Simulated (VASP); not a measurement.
Set up this calculation in VASP 6.6.1, as the native input.

```yaml
Task: single point
Functional: PBEsol
Potentials_or_basis: VASP PAW PBE potentials, release 64 (Te, Pb_d)
Cutoff: 520 eV
k_mesh: 10 × 10 × 10
Occupations: fermi-dirac, width 0.03 eV
Spin: no spin polarisation
Dipole_correction: no
Further_INCAR_settings: ALGO = Normal; EDIFF = 1e-06; NBANDS = 17
```

The structure of TePb lies in POSCAR:

```
TePb
1.0
    0.0000000000      3.2162072772      3.2162072772
    3.2162072772      0.0000000000      3.2162072772
    3.2162072772      3.2162072772      0.0000000000
Te Pb
1 1
Direct
    0.5000000000      0.5000000000      0.5000000000
    0.0000000000      0.0000000000      0.0000000000
```

This cell differs from its parent crystal: volume scaled by 0.99.

These files were run (other wordings do the same):

INCAR

```
ALGO     = Normal         # electronic algorithm
EDIFF    = 1E-6           # SCF threshold, eV
ENCUT    = 520            # plane-wave cutoff, eV
GGA      = PS             # functional
ISIF     = 2              # what is computed and relaxed
ISMEAR   = -1             # smearing method
LASPH    = True           # aspherical terms in the spheres
LCHARG   = False          # write CHGCAR
LREAL    = False          # projectors in reciprocal space
LWAVE    = False          # write WAVECAR
NBANDS   = 17             # bands
NELM     = 80             # most SCF steps
PREC     = Accurate       # precision mode
SIGMA    = 0.03           # smearing width, eV
```

KPOINTS

```
k-points
0
Gamma
  10 10 10
```

Potentials or basis: VASP PAW PBE potentials, release 64 (Te, Pb_d).

Run with:

```bash
$ cat potpaw_PBE.64/Te/POTCAR potpaw_PBE.64/Pb_d/POTCAR > POTCAR
$ mpirun -np 1 vasp_std > vasp.out
```

Results of the run:

The pressure is 0.2 GPa. The band gap on the k mesh is 0.64 eV, direct.

Caveat: the PAW data sets were made with another functional, which shifts forces and pressure a little; spin-orbit coupling is left out, which moves the levels of the heavy elements.

It took 53 s on 1 thread of AMD EPYC 7R43 64-Core Processor (Zen 3), on a shared host, peak memory 0.19 GiB.
